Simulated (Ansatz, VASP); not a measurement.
# SnO2 in VASP and in Ansatz

INCAR

```
SYSTEM = SnO2
  PREC = Accurate
  ENCUT = 520
  EDIFF = 1E-6
  ISMEAR = -1
  SIGMA = 0.03
  LREAL = .False.
  LASPH = .True.
  NELM = 100
  ALGO = Normal
  ISIF = 2
  LWAVE = .False.
  LCHARG = .False.
  GGA = PE
  NBANDS = 35
```

Contents of KPOINTS:

```
Automatic mesh
0
Gamma
  4 4 6
  0 0 0
```

File POSCAR:

```
SnO2
1.0
    4.6406422521      0.0000000000      0.0000000000
    0.0000000000      4.6406422521      0.0000000000
    0.0000000000      0.0000000000      3.1213531768
Sn O
2 4
Direct
    0.0000000000      0.0000000000      0.0000000000
    0.5000000000      0.5000000000      0.5000000000
    0.3056200000      0.3056200000      0.0000000000
    0.1943800000      0.8056200000      0.5000000000
    0.6943800000      0.6943800000      0.0000000000
    0.8056200000      0.1943800000      0.5000000000
```

Input for Ansatz:

```yaml
crystal:
  lattice:
    - [4.6406422521, 0.0, 0.0]
    - [0.0, 4.6406422521, 0.0]
    - [0.0, 0.0, 3.1213531768]
  atoms:
    - { symbol: Sn, position: [0.0, 0.0, 0.0] }
    - { symbol: Sn, position: [0.5, 0.5, 0.5] }
    - { symbol: O, position: [0.30562, 0.30562, 0.0] }
    - { symbol: O, position: [0.19438, 0.80562, 0.5] }
    - { symbol: O, position: [0.69438, 0.69438, 0.0] }
    - { symbol: O, position: [0.80562, 0.19438, 0.5] }
kpoints:
  mp_grid: { grid: [4, 4, 6] }
  band_path:
    path:
      - [0.0, 0.0, 0.0]
      - [0.0, 0.5, 0.0]
      - [0.5, 0.5, 0.0]
      - [0.0, 0.0, 0.0]
      - [0.0, 0.0, 0.5]
      - [0.0, 0.5, 0.5]
      - [0.5, 0.5, 0.5]
      - [0.0, 0.0, 0.5]
      - [0.0, 0.5, 0.0]
    npoints: 5
scf:
  occupations: { method: fermi_dirac, width: 0.03 }
hamiltonian:
  xc: pbe
  pseudopotentials: { kind: all_electron, lapw: { basis_error: 0.001 } }
output:
  forces: true
  stress: true
  eigenvalues: true
```

Change from the starting cell: volume scaled by 0.94.

Alike in both runs: task single point; functional PBE; k mesh 4 × 4 × 6; occupations fermi-dirac, width 0.03 eV; no spin polarisation.

|  | VASP | Ansatz |
| --- | --- | --- |
| version | VASP 6.6.1 | Ansatz 0.2.0 |
| potentials or method | VASP PAW PBE potentials, release 64 (Sn_d, O), cutoff 520 eV | all-electron LAPW, scalar-relativistic |

|  | VASP | Ansatz | Ansatz less VASP |
| --- | --- | --- | --- |
| gap on the k mesh at the Fermi level (eV) | 2.00 | 2.01 | +0.011 |
| pressure (GPa) | 28.2 | 27.3 | -0.91 |
| traceless stress, the component that is largest in VASP (GPa) | 4.75 | 4.48 | -0.267 |
| rms of the force components (eV/Å) | 0.135 | 0.125 | -0.0104 |

Atom by atom the forces differ by 0.010 eV/Å (rms over components). Ansatz ran all-electron here, and VASP with PAW potentials.
